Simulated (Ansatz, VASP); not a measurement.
## One calculation of Al2O3, two programs

```
Al O
1.0
     2.38989    1.37980    4.34584
    -2.38989    1.37980    4.34584
     0.00000   -2.75961    4.34584
Al O
4 6
Direct
  0.35211 0.35211 0.35211
  0.14789 0.14789 0.14789
  0.64789 0.64789 0.64789
  0.85211 0.85211 0.85211
  0.55641 0.94359 0.25000
  0.25000 0.55641 0.94359
  0.94359 0.25000 0.55641
  0.44359 0.05641 0.75000
  0.75000 0.44359 0.05641
  0.05641 0.75000 0.44359
```

Alike in both runs: functional PBE; dispersion D3(BJ); k mesh 6 × 6 × 6; occupations gaussian, width 0.02 eV; no spin polarisation.

Ansatz relaxed the structure, and its values are those at the end. VASP's run is a single point on that final structure, the one shown.

|  | VASP | Ansatz |
| --- | --- | --- |
| version | VASP 6.6.1 | Ansatz 0.2.0 |
| potentials or method | VASP PAW PBE potentials, release 64 (Al, O), cutoff 520 eV | scalar-relativistic, plane waves, PAW |
| valence electrons in the cell | 48 | 48 |

```csv
,VASP,Ansatz,Ansatz less VASP
gap on the k mesh at the Fermi level (eV),6.07,6.07,+0.002
least direct gap on the mesh (eV),6.07,6.07,+0.002
pressure (GPa),-0.1,0.0,+0.15
```
